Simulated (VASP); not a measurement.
Crystal: NiO.

```
CELL_PARAMETERS angstrom
0.00000 2.08590 2.08590
2.08590 0.00000 2.08590
2.08590 2.08590 0.00000
ATOMIC_POSITIONS crystal
Ni 0.00000 0.00000 0.00000
O 0.50000 0.50000 0.50000
```

Base run:

| Item | Value |
| --- | --- |
| Program | VASP 6.6.1 |
| Functional | PBE |
| Potentials or basis | VASP PAW PBE potentials, release 64 (Ni, O) |
| Cutoff | 520 eV |
| k mesh | 14 × 14 × 14 |
| Occupations | fermi-dirac, width 0.1 eV |
| Spin | collinear spin, ferromagnetic start |
| Starting moments | [1.19, 0.19] μB |
| Fixed moment | 1.3 μB |

Its results: pressure 2.5 GPa; site moments Ni +1.10; O +0.17 μB.

Task: The run is repeated on the same cell with these changes: fixed moment from 1.3 μB to 0.9 μB; moments at the start from [1.19, 0.19] to [0.84, 0.11]. What comes out?

Result: Pressure 0.4 GPa; site moments Ni +0.78; O +0.10 μB.

Caveats: the total moment is fixed, so each spin has its own Fermi level; a cell with one magnetic atom can't hold antiferromagnetic order, which such compounds often take.
